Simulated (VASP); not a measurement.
Input of a VASP 6.6.1 run:

The input INCAR:

```
PREC = Accurate ; ENCUT = 520
EDIFF = 1E-6 ; ISMEAR = 0
SIGMA = 0.011 ; LREAL = False
LASPH = True ; NELM = 60
ALGO = Normal ; ISIF = 2
LWAVE = False ; LCHARG = True
GGA = PE ; LELF = True
LVHAR = True ; NBANDS = 10
```

KPOINTS

```
regular mesh
0
Gamma
  12 12 12
```

File POSCAR:

```
Ir
1.0
    0.0000000000      1.9156000000      1.9156000000
    1.9156000000      0.0000000000      1.9156000000
    1.9156000000      1.9156000000      0.0000000000
Ir
1
Direct
    0.0000000000      0.0000000000      0.0000000000
```

Potentials or basis: VASP PAW PBE potentials, release 64 (Ir).

The run is started by

```console
$ cat potpaw_PBE.64/Ir/POTCAR > POTCAR
$ mpirun -np 1 vasp_std > vasp.out
```

What does it give for the pressure?

11.8 GPa.
